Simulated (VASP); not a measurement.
Cu: single point with PBEsol

Cu:

```
CELL_PARAMETERS angstrom
-0.00443 1.78843 1.83853
1.82291 -0.01749 1.85160
1.78282 1.76140 0.02260
ATOMIC_POSITIONS crystal
Cu 0.00000 0.00000 0.00000
```

```
Program                : VASP 6.6.1
Task                   : single point
Functional             : PBEsol
Potentials or basis    : VASP PAW PBE potentials, release 64 (Cu)
Cutoff                 : 520 eV
k mesh                 : 9 × 9 × 9
Occupations            : fermi-dirac, width 0.01 eV
Spin                   : no spin polarisation
Dipole correction      : no
Further INCAR settings : ALGO = Normal; EDIFF = 1e-06; NBANDS = 12
```

The pressure is -5.6 GPa.

Stress tensor (GPa, compression positive):
```
-5.13  2.49 -1.54
 2.49 -4.28 -0.65
-1.54 -0.65 -7.30
```

Levels at points of the mesh, in eV from the Fermi level:
| k point | band 3 | band 4 | band 5 | band 6 | band 7 | band 8 | band 9 | band 10 |
| --- | --- | --- | --- | --- | --- | --- | --- | --- |
| (0.00, 0.00, 0.00) | -3.10 | -2.96 | -2.31 | -2.19 | 22.41 | 24.50 | 25.02 | 26.10 |

Run time: 18 s on 1 thread of Intel(R) Xeon(R) 6975P-C (Granite Rapids), on a shared host, peak memory 0.16 GiB.

Caveat: the PAW data sets were made with another functional, which shifts forces and pressure a little.
